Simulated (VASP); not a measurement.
Write the native input for VASP 6.6.1 that does the following.

```
Task                   : relaxation of cell and atoms
Functional             : PBE
Potentials or basis    : VASP PAW PBE potentials, release 64 (B, P)
Cutoff                 : 600 eV
k mesh                 : 12 × 10 × 8
Occupations            : gaussian, width 0.1 eV
Spin                   : no spin polarisation
Dipole correction      : no
Further INCAR settings : ALGO = Fast; EDIFF = 1e-07; IBRION = 2; EDIFFG = -0.01; NSW = 100; ISIF = 3
```

The structure of B2P lies in POSCAR:

```
B2P
1.0
    3.1661895598      0.0000000000      0.0000000000
   -0.5291322162      4.0518333378      0.0000000000
   -0.5174717751     -1.3214593961      4.6160434116
B P
4 2
Direct
    0.8309677216      0.0063897444      0.7032824897
    0.0846898928      0.2446672786      0.4481587776
    0.4006922332      0.2230909150      0.7817038655
    0.4979500618      0.5999334903      0.0557060803
    0.0448759810      0.8897555475      0.0716741861
    0.6408241095      0.5361630243      0.4394746008
```

These files were run (other wordings do the same):

INCAR

```
SYSTEM = B2P
ALGO = Fast ; EDIFF = 1E-7
EDIFFG = -0.01 ; ENCUT = 600
GGA = PE ; IBRION = 2
ISIF = 3 ; ISMEAR = 0
LASPH = .TRUE. ; LCHARG = .FALSE.
LREAL = .FALSE. ; LWAVE = .FALSE.
NELM = 100 ; NSW = 100
PREC = Accurate ; SIGMA = 0.1
```

KPOINTS

```
k-points
0
G
  12 10 8
  0 0 0
```

Potentials or basis: VASP PAW PBE potentials, release 64 (B, P).

The run is started by

```console
$ cat potpaw_PBE.64/B/POTCAR potpaw_PBE.64/P/POTCAR > POTCAR
$ mpirun -np 1 vasp_std > vasp.out
```

It gave:

| Quantity | Value |
| --- | --- |
| Relaxed volume | 9.86 Å³/atom |
| Relaxed cell | a = 3.165 Å, b = 4.084 Å, c = 4.828 Å, α = 104.91°, β = 96.15°, γ = 97.45° |
| Space group after relaxing (to 0.1 Å) | P1 (No. 1) |
| Energy gained by relaxing | 0.0 meV/atom |
| Ionic steps | 3 |
| Pressure after relaxing | 0.0 GPa |
| Largest force after relaxing | 0.006 eV/Å |
| Band gap on the k mesh | zero (bands 11 and 12 overlap by 0.18 eV) |

Caveat: semilocal functionals underestimate gaps, so a narrow gap can read as zero.

Wall time 27 min on 1 thread of Oxide Virtual Turin-like Processor (shared host), peak memory 0.52 GiB.
